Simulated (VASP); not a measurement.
Write the native input for VASP 6.6.1 that does the following.

- Task: single point
- Functional: PBE-based screened hybrid with 35 % exact exchange
- Potentials or basis: VASP PAW PBE potentials, release 64 (Ge_d)
- Cutoff: 520 eV
- k mesh: 4 × 4 × 4
- Occupations: fermi-dirac, width 0.02 eV
- Spin: no spin polarisation
- Dipole correction: no
- Grid for exact exchange (PRECFOCK): Normal
- Share of exact exchange: 0.35
- Further INCAR settings: ALGO = Normal; EDIFF = 1e-06; NBANDS = 21
- Screening parameter: 0.5 1/Å

The system is Ge.

```
Ge
1.0
     0.00000    2.83687    2.83687
     2.83687    0.00000    2.83687
     2.83687    2.83687    0.00000
Ge
2
Direct
  0.00000 0.00000 0.00000
  0.25000 0.25000 0.25000
```

These files were run (other wordings do the same):

POSCAR

```
Ge
1.0
    0.0000000000      2.8368735121      2.8368735121
    2.8368735121      0.0000000000      2.8368735121
    2.8368735121      2.8368735121      0.0000000000
Ge
2
Direct
    0.0000000000      0.0000000000      0.0000000000
    0.2500000000      0.2500000000      0.2500000000
```

INCAR.step1

```
  ALGO = Normal
  EDIFF = 1E-5
  ENCUT = 520
  GGA = PE
  ISIF = 2
  ISMEAR = -1
  LASPH = True
  LREAL = False
  LWAVE = True
  NBANDS = 21
  NELM = 60
  PREC = Accurate
  SIGMA = 0.02
```

INCAR.step2

```
  AEXX = 0.35
  ALGO = Normal
  EDIFF = 1E-6
  ENCUT = 520
  GGA = PE
  HFSCREEN = 0.5
  ISIF = 2
  ISMEAR = -1
  ISTART = 1
  LASPH = True
  LCHARG = True
  LELF = True
  LHFCALC = True
  LREAL = False
  LVHAR = True
  LWAVE = False
  NBANDS = 21
  NELM = 60
  PREC = Accurate
  PRECFOCK = Normal
  SIGMA = 0.02
```

KPOINTS

```
k-points
0
Gamma
  4 4 4
```

Potentials or basis: VASP PAW PBE potentials, release 64 (Ge_d).

Launch:

```bash
$ cat potpaw_PBE.64/Ge_d/POTCAR > POTCAR
$ cp INCAR.step1 INCAR
$ mpirun -np 1 vasp_std > vasp.out
$ cp INCAR.step2 INCAR
$ mpirun -np 1 vasp_std > vasp.out
```

Results of the run:

| Item | Value |
| --- | --- |
| Pressure | 1.1 GPa |
| Band gap on the k mesh | 0.61 eV (least direct gap 0.66 eV) |

Caveat: the k points lie up to 0.48 Å⁻¹ apart; the PAW data sets were made with another functional, which shifts forces and pressure a little.

Run time: 16 min on 1 thread of AMD EPYC 7R13 Processor (Zen 3), on a shared host, peak memory 0.24 GiB.
